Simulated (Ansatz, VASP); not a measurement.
# Mg in VASP and in Ansatz

The input INCAR:

```
SYSTEM = Mg
PREC = Accurate ; ENCUT = 520
EDIFF = 1E-6 ; ISMEAR = 0
SIGMA = 0.15 ; LREAL = .FALSE.
LASPH = .TRUE. ; NELM = 100
ALGO = Normal ; ISIF = 2
LWAVE = .FALSE. ; LCHARG = .TRUE.
GGA = PS ; LELF = .TRUE.
LVHAR = .TRUE. ; NBANDS = 9
```

KPOINTS

```
Automatic mesh
0
G
  18 18 10
  0 0 0
```

Contents of POSCAR:

```
Mg
1.0
    3.3376423938      0.0000000000      0.0000000000
   -1.6688211969      2.8904831018      0.0000000000
    0.0000000000      0.0000000000      5.0019168000
Mg
2
Direct
    0.3333333333      0.6666666667      0.2500000000
    0.6666666667      0.3333333333      0.7500000000
```

Input for Ansatz:

```yaml
crystal:
  lattice:
    - [3.3376423938, 0.0, 0.0]
    - [-1.6688211969, 2.8904831018, 0.0]
    - [0.0, 0.0, 5.0019168]
  atoms:
    - { symbol: Mg, position: [0.3333333333, 0.6666666667, 0.25] }
    - { symbol: Mg, position: [0.6666666667, 0.3333333333, 0.75] }
basis:
  ecutwfc: 420
kpoints:
  mp_grid: { grid: [18, 18, 10] }
hamiltonian:
  xc: pbesol
scf:
  occupations: { method: gaussian, width: 0.15 }
output:
  forces: true
  stress: true
  eigenvalues: true
```

Change from the starting cell: strain +0.040 along x and y, -0.040 along z, atoms carried along.

Alike in both runs: task single point; functional PBEsol; k mesh 18 × 18 × 10; occupations gaussian, width 0.15 eV; no spin polarisation.

```csv
,VASP,Ansatz
version,VASP 6.6.1,Ansatz 0.2.0
potentials or method,"VASP PAW PBE potentials, release 64 (Mg), cutoff 520 eV","scalar-relativistic, plane waves, PAW"
valence electrons in the cell,4,20
```

```csv
,VASP,Ansatz,Ansatz less VASP
gap on the k mesh at the Fermi level (eV),none,none,-
pressure (GPa),-2.1,-2.0,+0.06
"traceless stress, the component that is largest in VASP (GPa)",2.20,2.19,-0.010
```

VASP's potentials were made for PBE, not for PBEsol. A gap of «none» marks a metal or a gap that the smearing closes. The functional is the same, so the differences come from potentials, cutoffs and numerics. VASP's potentials hold 4 valence electrons a cell and Ansatz's 20, so a difference there can come from the potentials and not from the codes.
